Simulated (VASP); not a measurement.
Set up this calculation in VASP 6.6.1, as the native input.

- Task: single point
- Functional: PBEsol
- Potentials or basis: VASP PAW PBE potentials, release 64 (Al, Ga_d, N)
- Cutoff: 520 eV
- k mesh: 12 × 12 × 12
- Occupations: gaussian, width 0.02 eV
- Spin: no spin polarisation
- Dipole correction: no
- k mesh for the DOS: 18 × 18 × 18
- Occupations for the DOS: tetrahedron
- Further INCAR settings: ALGO = Normal; EDIFF = 1e-06; NBANDS = 31

Crystal: AlGa2N3.

```
Al Ga N
1.0
    -1.59232    1.59232    6.73581
     1.59232   -1.59232    6.73581
     1.59232    1.59232   -6.73581
Al Ga N
1 2 3
Direct
  0.50000 0.50000 0.00000
  0.83539 0.83539 0.00000
  0.16461 0.16461 0.00000
  0.42152 0.92152 0.50000
  0.07848 0.57848 0.50000
  0.75000 0.25000 0.50000
```

The input as run:

POSCAR

```
AlGa2N3
1.0
   -1.5923199000      1.5923199000      6.7358116000
    1.5923199000     -1.5923199000      6.7358116000
    1.5923199000      1.5923199000     -6.7358116000
Al Ga N
1 2 3
Direct
    0.5000000000      0.5000000000      0.0000000000
    0.8353920000      0.8353920000      0.0000000000
    0.1646080000      0.1646080000      0.0000000000
    0.4215160000      0.9215160000      0.5000000000
    0.0784840000      0.5784840000      0.5000000000
    0.7500000000      0.2500000000      0.5000000000
```

INCAR.step1

```
ALGO = Normal ; EDIFF = 1E-6
ENCUT = 520 ; GGA = PS
ISIF = 2 ; ISMEAR = 0
LASPH = T ; LCHARG = T
LREAL = F ; LWAVE = F
NBANDS = 31 ; NELM = 80
PREC = Accurate ; SIGMA = 0.02
```

KPOINTS.step1

```
k-points
0
Gamma
  12 12 12
```

INCAR.step2

```
ALGO = Normal ; EDIFF = 1E-6
ENCUT = 520 ; GGA = PS
ICHARG = 11 ; ISIF = 2
ISMEAR = -5 ; LASPH = T
LCHARG = F ; LORBIT = 11
LREAL = F ; LWAVE = F
NBANDS = 31 ; NEDOS = 2001
NELM = 80 ; PREC = Accurate
SIGMA = 0.02
```

KPOINTS.step2

```
k-points
0
Gamma
  18 18 18
```

Potentials or basis: VASP PAW PBE potentials, release 64 (Al, Ga_d, N).

The run is started by

```bash
$ cat potpaw_PBE.64/Al/POTCAR potpaw_PBE.64/Ga_d/POTCAR potpaw_PBE.64/N/POTCAR > POTCAR
$ cp INCAR.step1 INCAR
$ cp KPOINTS.step1 KPOINTS
$ mpirun -np 1 vasp_std > vasp.out
$ cp INCAR.step2 INCAR
$ cp KPOINTS.step2 KPOINTS
$ mpirun -np 1 vasp_std > vasp.out
```

It gave:

```json
{"Valence electrons inside the program's atomic spheres": "Al 0.80; Ga 11.83; N 3.76, 3.71 (each value once)"}
```

It took 27 min on 1 thread of Intel(R) Xeon(R) 6975P-C (Granite Rapids), with other jobs on the host, peak memory 1 GiB.
